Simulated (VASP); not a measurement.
Wanted: the native input for a VASP 6.6.1 run.

```
Task                   : single point
Functional             : PBE
Potentials or basis    : VASP PAW PBE potentials, release 64 (Ta_pv, N)
Cutoff                 : 520 eV
k mesh                 : 11 × 11 × 11
Occupations            : fermi-dirac, width 0.1 eV
Spin                   : no spin polarisation
Dipole correction      : no
Further INCAR settings : ALGO = Normal; EDIFF = 1e-06; NBANDS = 15
```

The structure of TaN lies in POSCAR:

```
TaN
1.0
    0.0000000000      2.1345181309      2.1345181309
    2.1345181309      0.0000000000      2.1345181309
    2.1345181309      2.1345181309      0.0000000000
Ta N
1 1
Direct
    0.5000000000      0.5000000000      0.5000000000
    0.0000000000      0.0000000000      0.0000000000
```

These files were run (other wordings do the same):

INCAR

```
SYSTEM = TaN
PREC = Accurate
ENCUT = 520
EDIFF = 1E-6
ISMEAR = -1
SIGMA = 0.1
LREAL = .FALSE.
LASPH = .TRUE.
NELM = 80
ALGO = Normal
ISIF = 2
LWAVE = .FALSE.
LCHARG = .FALSE.
GGA = PE
NBANDS = 15
```

KPOINTS

```
regular mesh
0
G
  11 11 11
  0 0 0
```

Potentials or basis: VASP PAW PBE potentials, release 64 (Ta_pv, N).

Launch:

```bash
$ cat potpaw_PBE.64/Ta_pv/POTCAR potpaw_PBE.64/N/POTCAR > POTCAR
$ mpirun -np 1 vasp_std > vasp.out
```

Results of the run:

```json
{"Pressure": "43.8 GPa", "Band gap on the k mesh": "zero (band 8 reaches 12.50 eV, above the bottom of band 9 at 8.22 eV)"}
```

Caveat: spin-orbit coupling is left out, which moves the levels of the heavy elements.

It took 12 s on 1 thread of AMD EPYC 9R45 96-Core Processor (Zen 5) (shared host), peak memory 0.12 GiB.
